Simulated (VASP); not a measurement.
Input of a VASP 6.6.1 run:

The input POSCAR:

```
N
1.0
    0.0000000000      1.5538086100      1.5538086100
    1.5538086100      0.0000000000      1.5538086100
    1.5538086100      1.5538086100      0.0000000000
N
1
Direct
    0.0000000000      0.0000000000      0.0000000000
```

Contents of INCAR.step1:

```
PREC     = Accurate       # precision mode
ENCUT    = 660            # plane-wave cutoff, eV
ISMEAR   = 0              # smearing method
SIGMA    = 0.1            # smearing width, eV
LREAL    = F              # projectors in reciprocal space
LASPH    = T              # aspherical terms in the spheres
NELM     = 120            # most SCF steps
NBANDS   = 8              # bands
GGA      = PE             # functional
ALGO     = Normal         # electronic algorithm
EDIFF    = 1E-5           # SCF threshold, eV
LWAVE    = T              # write WAVECAR
LCHARG   = F              # write CHGCAR
GGA_COMPAT= F
```

The input INCAR.step2:

```
PREC     = Accurate       # precision mode
ENCUT    = 660            # plane-wave cutoff, eV
EDIFF    = 1E-6           # SCF threshold, eV
ISMEAR   = 0              # smearing method
SIGMA    = 0.1            # smearing width, eV
LREAL    = F              # projectors in reciprocal space
LASPH    = T              # aspherical terms in the spheres
NELM     = 120            # most SCF steps
ALGO     = Normal         # electronic algorithm
ISIF     = 2              # what is computed and relaxed
LWAVE    = F              # write WAVECAR
LCHARG   = F              # write CHGCAR
METAGGA  = R2SCAN         # meta-GGA
LMIXTAU  = T            
NBANDS   = 8              # bands
ISTART   = 1            
GGA_COMPAT= F
```

The input KPOINTS:

```
Automatic mesh
0
Gamma
  10 10 10
```

Potentials or basis: VASP PAW PBE potentials, release 64 (N).

Launch:

```sh
$ cat potpaw_PBE.64/N/POTCAR > POTCAR
$ cp INCAR.step1 INCAR
$ mpirun -np 1 vasp_std > vasp.out
$ cp INCAR.step2 INCAR
$ mpirun -np 1 vasp_std > vasp.out
```

(1) What does it give for the pressure?

Results:

(1) 0.2 GPa.

Caveat: the PAW data sets were made with another functional, which shifts forces and pressure a little.
